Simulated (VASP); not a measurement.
# Mg in VASP: notebook

Mg is run at these levels: PBE; tasks: single point.

Everything below comes from runs of VASP 6.6.1. Logs are shortened: lines on timing, memory, paths and dates and some standing lists are left out, and cuts for length are marked.

## (1) The cell of the first run

The cell holds a slab with vacuum, 17 atoms: a = 6.420 Å, b = 6.420 Å, c = 23.215 Å, α = 90.00°, β = 90.00°, γ = 120.00°.

## (2) Single point, PBE

INCAR

```
SYSTEM = Mg
ALGO = Fast
DIPOL = 0.5 0.5 0.355
EDIFF = 1E-7
ENCUT = 520
GGA = PE
IDIPOL = 3
ISIF = 2
ISMEAR = 0
LASPH = .TRUE.
LCHARG = .TRUE.
LDIPOL = .TRUE.
LELF = .TRUE.
LREAL = Auto
LVACPOTAV = .TRUE.
LVHAR = .TRUE.
LWAVE = .FALSE.
NBANDS = 31
NELM = 60
PREC = Accurate
SIGMA = 0.1
```

KPOINTS

```
k-points
0
G
  6 6 1
  0 0 0
```

POSCAR

```
Mg
1.0
    6.4201385733      0.0000000000      0.0000000000
   -3.2100692866      5.5600031003      0.0000000000
    0.0000000000      0.0000000000     23.2147784448
Mg
17
Direct
    0.3333333333      0.1666666667      0.1723040351
    0.3333333333      0.6666666667      0.1723040351
    0.8333333333      0.1666666667      0.1723040351
    0.8333333333      0.6666666667      0.1723040351
    0.1666666667      0.3333333333      0.2829644269
    0.1666666667      0.8333333333      0.2829644269
    0.6666666667      0.3333333333      0.2829644269
    0.6666666667      0.8333333333      0.2829644269
    0.3333333333      0.1666666667      0.3920793236
    0.3333333333      0.6666666667      0.3920793236
    0.8333333333      0.1666666667      0.3920793236
    0.8333333333      0.6666666667      0.3920793236
    0.1666666667      0.3333333333      0.5046258991
    0.1666666667      0.8333333333      0.5046258991
    0.6666666667      0.3333333333      0.5046258991
    0.6666666667      0.8333333333      0.5046258991
    0.1666666667      0.3333333333      0.6310605733
```

Potentials or basis: VASP PAW PBE potentials, release 64 (Mg).

On the command line:

```console
$ cat potpaw_PBE.64/Mg/POTCAR > POTCAR
$ mpirun -np 1 vasp_std > vasp.out
```

OUTCAR:

```text
SYSTEM = Mg
   EDIFF = 1E-7
   ENCUT = 520
   GGA = PE
   ISIF = 2
   ISMEAR = 0
   LASPH = .TRUE.
   LREAL = Auto
   NELM = 60
   PREC = Accurate

 ion  position               nearest neighbor table
   1  0.333  0.167  0.172-   5 3.17   6 3.17   7 3.17   2 3.21   2 3.21   3 3.21   3 3.21   4 3.21
                             4 3.21
   2  0.333  0.667  0.172-   6 3.17   5 3.17   8 3.17   1 3.21   1 3.21   4 3.21   4 3.21   3 3.21
                             3 3.21
   3  0.833  0.167  0.172-   7 3.17   8 3.17   5 3.17   4 3.21   4 3.21   1 3.21   1 3.21   2 3.21
                             2 3.21
   4  0.833  0.667  0.172-   8 3.17   7 3.17   6 3.17   3 3.21   3 3.21   2 3.21   2 3.21   1 3.21
                             1 3.21
   5  0.167  0.333  0.283-   9 3.14  10 3.14  11 3.14   1 3.17   2 3.17   3 3.17   6 3.21   6 3.21
                             7 3.21   7 3.21   8 3.21   8 3.21
   6  0.167  0.833  0.283-  10 3.14   9 3.14  12 3.14   2 3.17   1 3.17   4 3.17   5 3.21   5 3.21
                             8 3.21   8 3.21   7 3.21   7 3.21
   7  0.667  0.333  0.283-  11 3.14  12 3.14   9 3.14   3 3.17   4 3.17   1 3.17   8 3.21   8 3.21
                             5 3.21   5 3.21   6 3.21   6 3.21
   8  0.667  0.833  0.283-  12 3.14  11 3.14  10 3.14   4 3.17   3 3.17   2 3.17   7 3.21   7 3.21
                             6 3.21   6 3.21   5 3.21   5 3.21
   9  0.333  0.167  0.392-   5 3.14   6 3.14   7 3.14  13 3.20  14 3.20  15 3.20  10 3.21  10 3.21
                            11 3.21  11 3.21  12 3.21  12 3.21
  10  0.333  0.667  0.392-   6 3.14   5 3.14   8 3.14  14 3.20  13 3.20  16 3.20   9 3.21   9 3.21
                            12 3.21  12 3.21  11 3.21  11 3.21
  11  0.833  0.167  0.392-   7 3.14   8 3.14   5 3.14  15 3.20  16 3.20  13 3.20  12 3.21  12 3.21
                             9 3.21   9 3.21  10 3.21  10 3.21
  12  0.833  0.667  0.392-   8 3.14   7 3.14   6 3.14  16 3.20  15 3.20  14 3.20  11 3.21  11 3.21
                            10 3.21  10 3.21   9 3.21   9 3.21
  13  0.167  0.333  0.505-  17 2.94   9 3.20  10 3.20  11 3.20  14 3.21  14 3.21  15 3.21  15 3.21
                            16 3.21  16 3.21
  14  0.167  0.833  0.505-  10 3.20   9 3.20  12 3.20  13 3.21  13 3.21  16 3.21  16 3.21  15 3.21
                            15 3.21
  15  0.667  0.333  0.505-  11 3.20  12 3.20   9 3.20  16 3.21  16 3.21  13 3.21  13 3.21  14 3.21
                            14 3.21
  16  0.667  0.833  0.505-  12 3.20  11 3.20  10 3.20  15 3.21  15 3.21  14 3.21  14 3.21  13 3.21
                            13 3.21
  17  0.167  0.333  0.631-  13 2.94

  LATTYP: Found a hexagonal cell.
 ALAT       =     6.4201385733
 C/A-ratio  =     3.6159310550

  Lattice vectors:

 A1 = (   6.4201385733,   0.0000000000,   0.0000000000)
 A2 = (  -3.2100692866,   5.5600031003,   0.0000000000)
 A3 = (   0.0000000000,   0.0000000000,  23.2147784448)

Analysis of symmetry for initial positions (statically):
=====================================================================
 Subroutine PRICEL returns:
 Original cell was already a primitive cell.

 Routine SETGRP: Setting up the symmetry group for a
 hexagonal supercell.

 Subroutine GETGRP returns: Found  6 space group operations
 (whereof  2 operations were pure point group operations)
 out of a pool of 24 trial point group operations.

The static configuration has the point symmetry C_1h.
 The point group associated with its full space group is C_3v.

Analysis of symmetry for dynamics (positions and initial velocities):
=====================================================================
 Subroutine PRICEL returns:
 Original cell was already a primitive cell.

 Routine SETGRP: Setting up the symmetry group for a
 hexagonal supercell.

 Subroutine GETGRP returns: Found  6 space group operations
 (whereof  2 operations were pure point group operations)
 out of a pool of 24 trial point group operations.

The dynamic configuration has the point symmetry C_1h.
 The point group associated with its full space group is C_3v.

 Subroutine INISYM returns: Found  6 space group operations
 (whereof  2 operations are pure point group operations),
 and found     1 'primitive' translations

----------------------------------------------------------------------------------------

                                     Primitive cell

  volume of cell :     828.6745

  direct lattice vectors                    reciprocal lattice vectors
     6.420138573  0.000000000  0.000000000     0.155759878  0.089928007  0.000000000
    -3.210069287  5.560003100  0.000000000     0.000000000  0.179856015  0.000000000
     0.000000000  0.000000000 23.214778445     0.000000000  0.000000000  0.043076009

  length of vectors
[... 58 lines left out ...]

  Shift w.r.t. Gamma in fractional coordinates (k-lattice)
     0.000000000  0.000000000  0.000000000

 Subroutine IBZKPT returns following result:
 ===========================================

 Found      7 irreducible k-points:

 Following reciprocal coordinates:
            Coordinates               Weight
  0.000000  0.000000  0.000000      1.000000
  0.166667 -0.000000  0.000000      6.000000
  0.333333  0.000000  0.000000      6.000000
  0.500000  0.000000  0.000000      3.000000
  0.166667  0.166667  0.000000      6.000000
  0.333333  0.166667  0.000000     12.000000
  0.333333  0.333333  0.000000      2.000000
   k-points           NKPTS =      7   k-points in BZ     NKDIM =      7   number of bands    NBANDS=     31
   number of dos      NEDOS =    301   number of ions     NIONS =     17
   total plane-waves  NPLWV = 414720
   dimension x,y,z NGX =    48 NGY =   48 NGZ =  180
   dimension x,y,z NGXF=    96 NGYF=   96 NGZF=  360
   ions per type =              17
   NGX,Y,Z   is equivalent  to a cutoff of  12.43, 12.43, 12.89 a.u.
   NGXF,Y,Z  is equivalent  to a cutoff of  24.86, 24.86, 25.78 a.u.
 SYSTEM =  Mg
   PREC   = accura    normal or accurate (medium, high low for compatibility)
   ISTART =      0    job   : 0-new  1-cont  2-samecut
   ICHARG =      2    charge: 1-file 2-atom 10-const
   ISPIN  =      1    spin polarized calculation?
   LNONCOLLINEAR =      F non collinear calculations
   LSORBIT =      F    spin-orbit coupling
   LASPH  =      T    aspherical Exc in radial PAW
   ENCUT  =  520.0 eV  38.22 Ry    6.18 a.u.  11.94 11.94 43.16*2*pi/ulx,y,z
   NELM   =     60;   NELMIN=  2; NELMDL= -5     # of ELM steps
   EDIFF  = 0.1E-06   stopping-criterion for ELM
   LREAL  =      T    real-space projection
   EDIFFG = 0.1E-05   stopping-criterion for IOM
   NSW    =      0    number of steps for IOM
   IBRION =     -1    ionic relax: 0-MD 1-quasi-New 2-CG
   NFREE  =      0    steps in history (QN), initial steepest desc. (CG)
   ISIF   =      2    stress and relaxation
   ISYM   =      2    0-nonsym 1-usesym 2-fastsym
   POTIM  = 0.5000    time-step for ionic-motion
   TEBEG  =    0.0;   TEEND  =   0.0 temperature during run
   PSTRESS=    0.0 pullay stress
   NELECT =      34.0000    total number of electrons
   NUPDOWN=      -1.0000    fix difference up-down
   EMIN   =  10.00;   EMAX   =-10.00  energy-range for DOS
   EFERMI =   0.00;   METHOD = LEGACY
   ISMEAR =     0;   SIGMA  =   0.10  broadening in eV -4-tet -1-fermi 0-gaus
   EFERMI_NEDOS =   21; number of points for ismear=-14 and -15
   IALGO  =     68    algorithm
   IMIX   =      4    mixing-type and parameters
     AMIX     =   0.40;   BMIX     =  1.00
     AMIX_MAG =   1.60;   BMIX_MAG =  1.00
  volume/ion in A,a.u.               =      48.75       328.95
  Fermi-wavevector in a.u.,A,eV,Ry     =   0.564642  1.067019  4.337817  0.318821
  Thomas-Fermi vector in A             =   1.602288
   LORBIT       =      0    0 simple, 1 ext, 2 COOP (PROOUT), +10 PAW based schemes
   GGA     = PE    functional components
   LHFCALC =     F    Hartree Fock is set to
   AEXX    =    0.0000 exact exchange contribution
   IVDW    =     0    specifies the selected vdW correction
   LEPSILON=     F    determine dielectric tensor
   LRPA    =     F    only Hartree local field effects (RPA)
 non-spin polarized calculation
 RMM-DIIS sequential band-by-band and
 Gauss-broadening in eV      SIGMA  =   0.10
  energy-cutoff  :      520.00
  volume of cell :      828.67
 maximum number of plane-waves:     22340
 NGX is ok and might be reduce to    48
   NGX = 23   NGY = 23   NGZ = 87

 dipolmoment           0.000000      0.000000      0.233113 electrons x Angstroem

 number of electron      34.0000000 magnetization

 dipolmoment           0.000000      0.000000     -0.065644 electrons x Angstroem

 Free energy of the ion-electron system (eV)
  ---------------------------------------------------
  ext. energy  EPLUGINS =         0.00000000
  ---------------------------------------------------
  free energy    TOTEN  =       -21.97147050 eV

  energy without entropy =      -21.89193607  energy(sigma->0) =      -21.93170329

 E-fermi :  -0.5910     XC(G=0):  -4.9438

 val. band max:       -0.6050029466   @ k =   0.5000   0.0000   0.0000
 cond. band min:      -0.5742954201   @ k =   0.1667  -0.0000   0.0000
 fundamental gap:      0.0307075265
 Fermi energy:        -0.5910015358

 k-point     1 :       0.0000    0.0000    0.0000
  band No.  band energies     occupation
      1      -7.2221      2.00000
      2      -6.4180      2.00000
      3      -5.1905      2.00000
      4      -3.5968      2.00000
      5      -2.5146      2.00000
      6      -2.4892      2.00000
[... 213 lines left out ...]
     28       1.8348      0.00000
     29       2.4696      0.00000
 [bands above 29 left out]

------------------------ aborting loop because EDIFF is reached ----------------------------------------

  FORCE on cell =-STRESS in cart. coord.  units (eV):
  Direction    XX          YY          ZZ          XY          YZ          ZX
  --------------------------------------------------------------------------------------
  -------------------------------------------------------------------------------------
  Total       -4.6188264     -4.6188264      2.0276335     -0.0000000     -0.0000000      0.0000000
  in kB       -8.9301395     -8.9301395      3.9202708     -0.0000000     -0.0000000      0.0000000
  external PRESSURE =      -4.6466694 kB  Pullay stress =       0.0000000 kB

 VOLUME and BASIS-vectors are now :
 -----------------------------------------------------------------------------
  energy-cutoff  :      520.00
  volume of cell :      828.67
      direct lattice vectors                 reciprocal lattice vectors
     6.420138573  0.000000000  0.000000000     0.155759878  0.089928007  0.000000000
    -3.210069287  5.560003100  0.000000000     0.000000000  0.179856015  0.000000000
     0.000000000  0.000000000 23.214778445     0.000000000  0.000000000  0.043076009

 POSITION                                       TOTAL-FORCE (eV/Angst)
 -----------------------------------------------------------------------------------
      1.60503      0.92667      4.00000        -0.017310      0.009994     -0.083763
     -0.00000      3.70667      4.00000        -0.000000     -0.019987     -0.083763
      4.81510      0.92667      4.00000         0.017310      0.009994     -0.083763
      3.21007      3.70667      4.00000         0.000000      0.000000     -0.074276
      0.00000      1.85333      6.56896         0.000000      0.000000      0.003974
     -1.60503      4.63334      6.56896        -0.005630     -0.003250     -0.022738
[... 9 lines left out ...]
      1.60503      4.63334     11.71478        -0.005956      0.003439      0.094270
      0.00000      1.85333     14.64993         0.000000      0.000000      0.022365
 -----------------------------------------------------------------------------------
    total drift:                                0.000000     -0.000000      0.008576

  FREE ENERGIE OF THE ION-ELECTRON SYSTEM (eV)
  ---------------------------------------------------
  free  energy   TOTEN  =       -21.9714704999 eV

  energy  without entropy=      -21.8919360743  energy(sigma->0) =      -21.93170329

 vacuum level on the upper side and lower side of the slab         2.823         3.167
```

It took 14 min on 1 thread of Oxide Virtual Turin-like, shared host; peak memory 0.78 GiB.

What came out:

```yaml
Free_energy: -21.9715 eV
Largest_force: 0.242 eV/Å
Band_gap_on_the_k_mesh: zero (bands 17 and 18 overlap by 0.87 eV)
```

Forces on the atoms (eV/Å):
```
Mg  -0.017  0.010 -0.084
Mg   0.000 -0.020 -0.084
Mg   0.017  0.010 -0.084
Mg   0.000  0.000 -0.074
Mg   0.000  0.000  0.004
Mg  -0.006 -0.003 -0.023
Mg   0.000  0.007 -0.023
Mg   0.006 -0.003 -0.023
Mg   0.015 -0.009  0.088
Mg   0.000  0.018  0.088
Mg  -0.015 -0.009  0.088
Mg   0.000  0.000  0.062
Mg   0.000  0.000 -0.242
Mg   0.006  0.003  0.094
Mg   0.000 -0.007  0.094
Mg  -0.006  0.003  0.094
Mg   0.000  0.000  0.022
```

## (3) Single point, PBE

INCAR

```
ALGO = Fast
DIPOL = 0.5 0.5 0.354
EDIFF = 1E-6
ENCUT = 520
GGA = PE
IDIPOL = 3
ISIF = 2
ISMEAR = 0
LASPH = True
LCHARG = False
LDIPOL = True
LREAL = Auto
LWAVE = False
NBANDS = 31
NELM = 60
PREC = Accurate
SIGMA = 0.1
```

KPOINTS

```
k-points
0
Gamma
  6 6 1
```

Changes to POSCAR since step 2:

```diff
@@ -24,2 +24,2 @@
     0.6666666667      0.8333333333      0.5046258991
-    0.1666666667      0.3333333333      0.6310605733
+    0.3333333333      0.6666666667      0.6101257633
```

Potentials or basis: VASP PAW PBE potentials, release 64 (Mg).

On the command line:

```console
$ cat potpaw_PBE.64/Mg/POTCAR > POTCAR
$ mpirun -np 1 vasp_std > vasp.out
```

Wall time 11 min (1 thread of Oxide Virtual Turin-like, shared host); peak memory 0.77 GiB.

Results (log left out):

```
Free energy            : -22.1449 eV
Largest force          : 0.158 eV/Å
Band gap on the k mesh : zero (bands 17 and 18 overlap by 0.62 eV)
```

Forces on the atoms (eV/Å):
```
Mg   0.015  0.009 -0.048
Mg   0.000  0.000 -0.038
Mg  -0.015  0.009 -0.048
Mg   0.000 -0.018 -0.048
Mg   0.000  0.010 -0.012
Mg   0.009 -0.005 -0.012
Mg   0.000  0.000 -0.042
Mg  -0.009 -0.005 -0.012
Mg  -0.001 -0.001  0.080
Mg   0.000  0.000  0.129
Mg   0.001 -0.001  0.080
Mg   0.000  0.001  0.080
Mg   0.000 -0.137 -0.080
Mg  -0.119  0.068 -0.080
Mg   0.000  0.000  0.128
Mg   0.119  0.068 -0.080
Mg   0.000  0.000 -0.002
```

Levels at points of the mesh, in eV from the Fermi level:
```tsv
k point	band 13	band 14	band 15	band 16	band 17	band 18	band 19	band 20
(0.00, 0.00, 0.00)	-1.18	-1.17	-1.12	-1.09	-1.09	-0.25	-0.04	-0.04
(0.50, 0.00, 0.00)	-1.12	-1.11	-0.71	-0.09	0.36	0.46	0.59	1.43
```

## (4) Single point, PBE

INCAR

```
PREC = Accurate ; ENCUT = 520
EDIFF = 1E-6 ; ISMEAR = 0
SIGMA = 0.1 ; LREAL = Auto
LASPH = True ; NELM = 80
ALGO = Fast ; ISIF = 2
LWAVE = False ; LCHARG = False
LDIPOL = True ; IDIPOL = 3
DIPOL = 0.5 0.5 0.354 ; GGA = PE
NBANDS = 31
```

KPOINTS

```
Automatic mesh
0
Gamma
  6 6 1
```

Changes to POSCAR since step 3:

```diff
@@ -24,2 +24,2 @@
     0.6666666667      0.8333333333      0.5046258991
-    0.3333333333      0.6666666667      0.6101257633
+    0.5000000000      0.5000000000      0.6106892633
```

On the command line:

```console
$ cat potpaw_PBE.64/Mg/POTCAR > POTCAR
$ mpirun -np 1 vasp_std > vasp.out
```

It took 12 min on 1 thread of Oxide Virtual Turin-like, shared host; peak memory 0.77 GiB.

The run converged. Its results:

```yaml
Free_energy: -22.1510 eV
Largest_force: 0.177 eV/Å
Band_gap_on_the_k_mesh: zero (bands 17 and 18 overlap by 0.65 eV)
```

Forces in eV/Å, atoms in the order of the input:
```
Mg   0.000  0.033 -0.047
Mg   0.028 -0.016 -0.047
Mg   0.000  0.000 -0.046
Mg  -0.028 -0.016 -0.047
Mg   0.003  0.002 -0.001
Mg   0.000  0.000 -0.070
Mg  -0.003  0.002 -0.001
Mg   0.000 -0.004 -0.001
Mg   0.000 -0.003  0.111
Mg  -0.003  0.002  0.111
Mg   0.000  0.000  0.048
Mg   0.003  0.002  0.111
Mg  -0.138 -0.080 -0.078
Mg   0.000  0.000  0.114
Mg   0.138 -0.080 -0.078
Mg   0.000  0.159 -0.078
Mg   0.000  0.000 -0.001
```

Levels at points of the mesh, in eV from the Fermi level:
```
           k point  band 12  band 13  band 14  band 15  band 16  band 17  band 18  band 19  band 20  band 21
(0.00, 0.00, 0.00)    -1.18    -1.18    -1.18    -1.14    -1.14    -1.09    -0.30     0.06     0.09     0.09
(0.50, 0.00, 0.00)    -1.65    -1.12    -1.11    -0.73    -0.09     0.35     0.46     0.58     1.48     1.49
```

## (5) The runs side by side

| cell | gap on the mesh (eV) | largest force (eV/Å) |
| --- | --- | --- |
| as given, atomic positions A | none | 0.24 |
| as given, atomic positions B | none | 0.16 |
| as given, atomic positions C | none | 0.18 |

Alike in all rows: task single point; level PBE; potentials or basis VASP PAW PBE potentials, release 64 (Mg); no spin polarisation; k mesh 6 × 6 × 1; cutoff (eV) 520; smearing gaussian 0.1 eV.

Absolute energies hang on the potentials; compare differences alone.

The gap in the log of VASP goes by the Fermi energy; the results here count the filled bands.